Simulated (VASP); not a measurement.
**Al: single point with BLYP**

Al:

```
Al
1.0
     0.00000    2.02481    2.02481
     2.02481    0.00000    2.02481
     2.02481    2.02481    0.00000
Al
1
Direct
  0.00000 0.00000 0.00000
```

| Quantity | Value |
| --- | --- |
| Program | VASP 6.6.1 |
| Task | single point |
| Functional | BLYP |
| Potentials or basis | VASP PAW PBE potentials, release 64 (Al) |
| Cutoff | 500 eV |
| k mesh | 13 × 13 × 13 |
| Occupations | methfessel-paxton, width 0.1 eV |
| Spin | no spin polarisation |

```
Pressure : 3.1 GPa
```

Levels at points of the mesh, in eV from the Fermi level:
```csv
k point,band 1,band 2,band 3,band 4,band 5,band 6
"(0.00, 0.00, 0.00)",-10.98,12.64,12.64,12.64,13.92,13.92
```

Run time: 20 s on 1 thread of AMD EPYC 7R43 64-Core Processor (Zen 3) (shared host), peak memory 0.09 GiB.

Caveat: the PAW data sets were made with another functional, which shifts forces and pressure a little.
